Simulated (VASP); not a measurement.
Set up this calculation in VASP 6.6.1, as the native input.

```
Task                   : single point
Functional             : r2SCAN
Potentials or basis    : VASP PAW PBE potentials, release 64 (Pb_d, O)
Cutoff                 : 520 eV
k mesh                 : 12 × 12 × 4
Occupations            : gaussian, width 0.01 eV
Spin                   : no spin polarisation
Dipole correction      : no
Further INCAR settings : ALGO = Normal; EDIFF = 1e-06; NBANDS = 28
```

Crystal: PbO.

```
CELL_PARAMETERS angstrom
4.11293 0.00000 0.00000
-2.05646 3.63459 0.00000
0.00000 0.00000 5.62229
ATOMIC_POSITIONS crystal
Pb 0.33695 0.67389 0.98036
Pb 0.66305 0.32611 0.48036
O 0.32896 0.65791 0.39464
O 0.67104 0.34209 0.89464
```

This cell differs from its parent crystal: uniaxial x strain -2.0%.

The input as run:

POSCAR

```
PbO
1.0
    4.1129254848      0.0000000000      0.0000000000
   -2.0564627424      3.6345897487      0.0000000000
    0.0000000000      0.0000000000      5.6222892990
Pb O
2 2
Direct
    0.3369450582      0.6738901164     -0.0196396259
    0.6630549418      0.3261098836      0.4803603741
    0.3289559982      0.6579119964      0.3946396259
    0.6710440018      0.3420880036      0.8946396259
```

INCAR.step1

```
SYSTEM = PbO
PREC = Accurate ; ENCUT = 520
ISMEAR = 0 ; SIGMA = 0.01
LREAL = .FALSE. ; LASPH = .TRUE.
NELM = 100 ; NBANDS = 28
GGA = PE ; ALGO = Normal
EDIFF = 1E-4 ; LWAVE = .TRUE.
LCHARG = .FALSE.
```

INCAR.step2

```
SYSTEM = PbO
PREC = Accurate ; ENCUT = 520
EDIFF = 1E-6 ; ISMEAR = 0
SIGMA = 0.01 ; LREAL = .FALSE.
LASPH = .TRUE. ; NELM = 100
ALGO = Normal ; ISIF = 2
LWAVE = .FALSE. ; LCHARG = .FALSE.
METAGGA = R2SCAN ; LMIXTAU = .TRUE.
NBANDS = 28 ; ISTART = 1
```

KPOINTS

```
regular mesh
0
G
  12 12 4
  0 0 0
```

Potentials or basis: VASP PAW PBE potentials, release 64 (Pb_d, O).

Run with:

```bash
$ cat potpaw_PBE.64/Pb_d/POTCAR potpaw_PBE.64/O/POTCAR > POTCAR
$ cp INCAR.step1 INCAR
$ mpirun -np 1 vasp_std > vasp.out
$ cp INCAR.step2 INCAR
$ mpirun -np 1 vasp_std > vasp.out
```

Results of the run:

```yaml
Pressure: 1.8 GPa
Largest_force: 0.035 eV/Å
Band_gap_on_the_k_mesh: 1.92 eV, indirect (least direct gap 2.29 eV)
```

Caveat: the cell differs from its parent crystal (uniaxial x strain -2.0%); the PAW data sets were made with another functional, which shifts forces and pressure a little; spin-orbit coupling is left out, which moves the levels of the heavy elements.

It took 5.9 min on 1 thread of Intel(R) Xeon(R) 6975P-C (Granite Rapids) (shared host), peak memory 0.38 GiB.
